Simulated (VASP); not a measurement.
# ZnCu in VASP: further runs

ZnCu is run at these levels: r2SCAN; tasks: single point.

All numbers are computed with VASP 6.6.1; they aren't measurements. Logs are shortened: lines on timing, memory, paths and dates and some standing lists are left out, and cuts for length are marked.

**1. The cell of the first run**

The structure is orthorhombic, space group Cmmm (No. 65). Conventional cell: a = 2.976 Å, b = 4.243 Å, c = 4.141 Å, α = 90.00°, β = 90.00°, γ = 90.00°. Within 3.4 Å of Zn (site symmetry mmm) lie 8 Cu at 2.55 to 2.96 Å and 6 Zn at 2.59 to 2.98 Å. Cu (site symmetry mmm) has 8 Zn at 2.55 to 2.96 Å and 6 Cu at 2.59 to 2.98 Å within 3.4 Å.

**2. Single point, r2SCAN**

Input file POSCAR:

```
ZnCu
1.0
    1.4880400000     -2.1212800000      0.0000000000
    1.4880400000      2.1212800000      0.0000000000
    0.0000000000      0.0000000000      4.1407500000
Zn Cu
1 1
Direct
    0.5000000000      0.5000000000      0.5000000000
    0.0000000000      0.0000000000      0.0000000000
```

Input file INCAR.step1:

```
PREC = Accurate ; ENCUT = 520
ISMEAR = -1 ; SIGMA = 0.1
LREAL = False ; LASPH = True
NELM = 100 ; NBANDS = 18
GGA = PE ; ALGO = Normal
EDIFF = 1E-4 ; LWAVE = True
LCHARG = False
```

Input file INCAR.step2:

```
PREC = Accurate ; ENCUT = 520
EDIFF = 1E-6 ; ISMEAR = -1
SIGMA = 0.1 ; LREAL = False
LASPH = True ; NELM = 100
ALGO = Normal ; ISIF = 2
LWAVE = False ; LCHARG = False
METAGGA = R2SCAN ; LMIXTAU = True
NBANDS = 18 ; ISTART = 1
```

Input file KPOINTS:

```
Automatic mesh
0
Gamma
  11 11 7
```

Potentials or basis: VASP PAW PBE potentials, release 64 (Zn, Cu).

Launch:

```sh
$ cat potpaw_PBE.64/Zn/POTCAR potpaw_PBE.64/Cu/POTCAR > POTCAR
$ cp INCAR.step1 INCAR
$ mpirun -np 1 vasp_std > vasp.out
$ cp INCAR.step2 INCAR
$ mpirun -np 1 vasp_std > vasp.out
```

OUTCAR:

```text
PREC = Accurate
   ENCUT = 520
   EDIFF = 1E-6
   ISMEAR = -1
   LREAL = False
   LASPH = True
   NELM = 100
   ISIF = 2
   METAGGA = R2SCAN
   ISTART = 1

 ion  position               nearest neighbor table
   1  0.500  0.500  0.500-   2 2.55   2 2.55   2 2.55   2 2.55
   2  0.000  0.000  0.000-   1 2.55   1 2.55   1 2.55   1 2.55

  LATTYP: Found a base centered orthorhombic cell.
 ALAT       =     2.9760800000
 B/A-ratio  =     1.4255530765
 C/A-ratio  =     1.3913436467

  Lattice vectors:

 A1 = (   1.4880400000,  -2.1212800000,   0.0000000000)
 A2 = (   1.4880400000,   2.1212800000,   0.0000000000)
 A3 = (   0.0000000000,   0.0000000000,   4.1407500000)

Analysis of symmetry for initial positions (statically):
=====================================================================
 Subroutine PRICEL returns:
 Original cell was already a primitive cell.

 Routine SETGRP: Setting up the symmetry group for a
 base centered orthorhombic supercell.

 Subroutine GETGRP returns: Found  8 space group operations
 (whereof  8 operations were pure point group operations)
 out of a pool of  8 trial point group operations.

The static configuration has the point symmetry D_2h.

Analysis of symmetry for dynamics (positions and initial velocities):
=====================================================================
 Subroutine PRICEL returns:
 Original cell was already a primitive cell.

 Routine SETGRP: Setting up the symmetry group for a
 base centered orthorhombic supercell.

 Subroutine GETGRP returns: Found  8 space group operations
 (whereof  8 operations were pure point group operations)
 out of a pool of  8 trial point group operations.

The dynamic configuration has the point symmetry D_2h.

 Subroutine INISYM returns: Found  8 space group operations
 (whereof  8 operations are pure point group operations),
 and found     1 'primitive' translations

----------------------------------------------------------------------------------------

                                     Primitive cell

  volume of cell :      26.1410

  direct lattice vectors                    reciprocal lattice vectors
     1.488040000 -2.121280000  0.000000000     0.336012473 -0.235706743  0.000000000
     1.488040000  2.121280000  0.000000000     0.336012473  0.235706743  0.000000000
     0.000000000  0.000000000  4.140750000     0.000000000  0.000000000  0.241502143

  length of vectors
     2.591156475  2.591156475  4.140750000     0.410441288  0.410441288  0.241502143

  position of ions in fractional coordinates (direct lattice)
     0.500000000  0.500000000  0.500000000
     0.000000000  0.000000000  0.000000000

  ion indices of the primitive-cell ions
   primitive index   ion index
                 1           1
                 2           2

----------------------------------------------------------------------------------------

 KPOINTS: Automatic mesh

Automatic generation of k-mesh.
 Grid dimensions read from file:
 generate k-points for:   11   11    7

 Generating k-lattice:

  Cartesian coordinates                     Fractional coordinates (reciprocal lattice)
     0.030546588 -0.021427886  0.000000000     0.090909091  0.000000000  0.000000000
     0.030546588  0.021427886  0.000000000     0.000000000  0.090909091  0.000000000
     0.000000000  0.000000000  0.034500306     0.000000000  0.000000000  0.142857143

  Length of vectors
     0.037312844  0.037312844  0.034500306

  Shift w.r.t. Gamma in fractional coordinates (k-lattice)
     0.000000000  0.000000000  0.000000000

 Subroutine IBZKPT returns following result:
 ===========================================

 Found    144 irreducible k-points:

 Following reciprocal coordinates:
            Coordinates               Weight
  0.000000  0.000000  0.000000      1.000000
  0.090909  0.000000  0.000000      4.000000
  0.181818 -0.000000  0.000000      4.000000
  0.272727 -0.000000  0.000000      4.000000
  0.363636 -0.000000  0.000000      4.000000
  0.454545 -0.000000  0.000000      4.000000
[... 16 lines left out ...]
 -0.272727  0.181818  0.000000      4.000000
 -0.181818  0.181818  0.000000      2.000000
 [... further k-points ...]
   k-points           NKPTS =    144   k-points in BZ     NKDIM =    144   number of bands    NBANDS=     18
   number of dos      NEDOS =    301   number of ions     NIONS =      2
   total plane-waves  NPLWV =  12800
   dimension x,y,z NGX =    20 NGY =   20 NGZ =   32
   dimension x,y,z NGXF=    40 NGYF=   40 NGZF=   64
   ions per type =               1   1
   NGX,Y,Z   is equivalent  to a cutoff of  12.83, 12.83, 12.85 a.u.
   NGXF,Y,Z  is equivalent  to a cutoff of  25.66, 25.66, 25.70 a.u.
 SYSTEM =  unknown system
   PREC   = accura    normal or accurate (medium, high low for compatibility)
   ISTART =      1    job   : 0-new  1-cont  2-samecut
   ICHARG =      0    charge: 1-file 2-atom 10-const
   ISPIN  =      1    spin polarized calculation?
   LNONCOLLINEAR =      F non collinear calculations
   LSORBIT =      F    spin-orbit coupling
   LASPH  =      T    aspherical Exc in radial PAW
   ENCUT  =  520.0 eV  38.22 Ry    6.18 a.u.   4.82  4.82  7.70*2*pi/ulx,y,z
   NELM   =    100;   NELMIN=  2; NELMDL=  0     # of ELM steps
   EDIFF  = 0.1E-05   stopping-criterion for ELM
   LREAL  =      F    real-space projection
   EDIFFG = 0.1E-04   stopping-criterion for IOM
   NSW    =      0    number of steps for IOM
   IBRION =     -1    ionic relax: 0-MD 1-quasi-New 2-CG
   NFREE  =      0    steps in history (QN), initial steepest desc. (CG)
   ISIF   =      2    stress and relaxation
   ISYM   =      2    0-nonsym 1-usesym 2-fastsym
   POTIM  = 0.5000    time-step for ionic-motion
   TEBEG  =    0.0;   TEEND  =   0.0 temperature during run
   PSTRESS=    0.0 pullay stress
   NELECT =      23.0000    total number of electrons
   NUPDOWN=      -1.0000    fix difference up-down
   EMIN   =  10.00;   EMAX   =-10.00  energy-range for DOS
   EFERMI =   0.00;   METHOD = LEGACY
   ISMEAR =    -1;   SIGMA  =   0.10  broadening in eV -4-tet -1-fermi 0-gaus
   EFERMI_NEDOS =   21; number of points for ismear=-14 and -15
   IALGO  =     38    algorithm
   IMIX   =      4    mixing-type and parameters
     AMIX     =   0.40;   BMIX     =  1.00
     AMIX_MAG =   1.60;   BMIX_MAG =  1.00
  volume/ion in A,a.u.               =      13.07        88.20
  Fermi-wavevector in a.u.,A,eV,Ry     =   1.568713  2.964438 33.482051  2.460861
  Thomas-Fermi vector in A             =   2.670704
   LORBIT       =      0    0 simple, 1 ext, 2 COOP (PROOUT), +10 PAW based schemes
   METAGGA = R2SCAN    functional components
   LHFCALC =     F    Hartree Fock is set to
   AEXX    =    0.0000 exact exchange contribution
   IVDW    =     0    specifies the selected vdW correction
   LEPSILON=     F    determine dielectric tensor
   LRPA    =     F    only Hartree local field effects (RPA)
 non-spin polarized calculation
  energy-cutoff  :      520.00
  volume of cell :       26.14
 maximum number of plane-waves:       726
   NGX =  9   NGY =  9   NGZ = 15

 number of electron      22.9999985 magnetization

 Free energy of the ion-electron system (eV)
  ---------------------------------------------------
  ext. energy  EPLUGINS =         0.00000000
  ---------------------------------------------------
  free energy    TOTEN  =       -19.84717034 eV

  energy without entropy =      -19.83186984  energy(sigma->0) =      -19.83952009

 E-fermi :   5.0817     XC(G=0): -13.3753

 val. band max:        5.0589121700   @ k =  -0.1818   0.0909   0.0000
 cond. band min:       5.1982621021   @ k =   0.2727  -0.0000   0.1429
 fundamental gap:      0.1393499321
 Fermi energy:         5.0816912143

 k-point     1 :       0.0000    0.0000    0.0000
  band No.  band energies     occupation
      1      -5.5113      2.00000
      2      -3.2338      2.00000
      3      -3.0876      2.00000
      4      -2.3894      2.00000
      5      -2.3716      2.00000
      6      -2.1786      2.00000
[... 10 lines left out ...]
     17      26.4426      0.00000
     18      28.9016      0.00000

 k-point     2 :       0.0909    0.0000    0.0000
  band No.  band energies     occupation
      1      -5.2823      2.00000
      2      -3.1857      2.00000
      3      -3.0625      2.00000
      4      -2.4303      2.00000
      5      -2.3700      2.00000
      6      -2.2077      2.00000
[... 10 lines left out ...]
     17      26.5322      0.00000
     18      27.0276      0.00000

 k-point     3 :       0.1818   -0.0000    0.0000
  band No.  band energies     occupation
      1      -4.6193      2.00000
      2      -3.1173      2.00000
      3      -2.9347      2.00000
      4      -2.5677      2.00000
      5      -2.3476      2.00000
      6      -2.2448      2.00000
[... 10 lines left out ...]
     17      23.4405      0.00000
     18      25.2952      0.00000

 k-point     4 :       0.2727   -0.0000    0.0000
  band No.  band energies     occupation
      1      -3.7145      2.00000
      2      -3.0101      2.00000
      3      -2.7555      2.00000
      4      -2.6439      2.00000
      5      -2.2777      2.00000
      6      -2.2612      2.00000
[... 375 lines left out ...]
      4      -2.7499      2.00000
      5      -2.4596      2.00000
      6      -1.5719      2.00000
[... 10 lines left out ...]
     17      19.4464      0.00000
     18      22.8137      0.00000

 k-point    23 :      -0.2727    0.1818    0.0000
  band No.  band energies     occupation
      1      -3.6620      2.00000
      2      -2.8855      2.00000
      3      -2.7849      2.00000
      4      -2.6858      2.00000
      5      -2.4618      2.00000
      6      -2.3326      2.00000
[... 10 lines left out ...]
     17      22.2422      0.00000
     18      22.8478      0.00000

 k-point    24 :      -0.1818    0.1818    0.0000
  band No.  band energies     occupation
      1      -4.3458      2.00000
      2      -2.9879      2.00000
      3      -2.7622      2.00000
      4      -2.5694      2.00000
      5      -2.4920      2.00000
      6      -2.4776      2.00000
[... 10 lines left out ...]
     17      25.3514      0.00000
     18      25.7181      0.00000

 [... further k-points ...]

------------------------ aborting loop because EDIFF is reached ----------------------------------------

  FORCE on cell =-STRESS in cart. coord.  units (eV):
  Direction    XX          YY          ZZ          XY          YZ          ZX
  --------------------------------------------------------------------------------------
  -------------------------------------------------------------------------------------
  Total       -0.6383005     -0.8653244     -0.8212322     -0.0000000      0.0000000      0.0000000
  in kB      -39.1213790    -53.0356543    -50.3332488     -0.0000000      0.0000000      0.0000000
  external PRESSURE =     -47.4967607 kB  Pullay stress =       0.0000000 kB

 VOLUME and BASIS-vectors are now :
 -----------------------------------------------------------------------------
  energy-cutoff  :      520.00
  volume of cell :       26.14
      direct lattice vectors                 reciprocal lattice vectors
     1.488040000 -2.121280000  0.000000000     0.336012473 -0.235706743  0.000000000
     1.488040000  2.121280000  0.000000000     0.336012473  0.235706743  0.000000000
     0.000000000  0.000000000  4.140750000     0.000000000  0.000000000  0.241502143

 POSITION                                       TOTAL-FORCE (eV/Angst)
 -----------------------------------------------------------------------------------
      1.48804      0.00000      2.07037         0.000000      0.000000      0.000000
      0.00000      0.00000      0.00000        -0.000000     -0.000000      0.000000
 -----------------------------------------------------------------------------------
    total drift:                                0.000000      0.000000      0.000000

  FREE ENERGIE OF THE ION-ELECTRON SYSTEM (eV)
  ---------------------------------------------------
  free  energy   TOTEN  =       -19.8471703427 eV

  energy  without entropy=      -19.8318698440  energy(sigma->0) =      -19.83952009
```

Run time: 4.4 min. Hardware: 1 thread of Intel Xeon 8259CL, shared host; peak memory 0.2 GiB.

What came out:

| Item | Value |
| --- | --- |
| Free energy | -19.8472 eV |
| Pressure | -4.7 GPa |
| Band gap on the k mesh | zero (an odd number of electrons rules out a gap without spin polarisation) |

Stress tensor (GPa, compression positive):
```
-3.91  0.00  0.00
 0.00 -5.30  0.00
 0.00  0.00 -5.03
```

Levels at points of the mesh, in eV from the Fermi level:
| k point | band 10 | band 11 | band 12 | band 13 | band 14 | band 15 |
| --- | --- | --- | --- | --- | --- | --- |
| (0.00, 0.00, 0.00) | -2.51 | -2.42 | -1.68 | 2.37 | 15.03 | 15.81 |

Caveat: the cell stands under tension; the PAW data sets were made with another functional, which shifts forces and pressure a little.

[end of part 1 of 2]
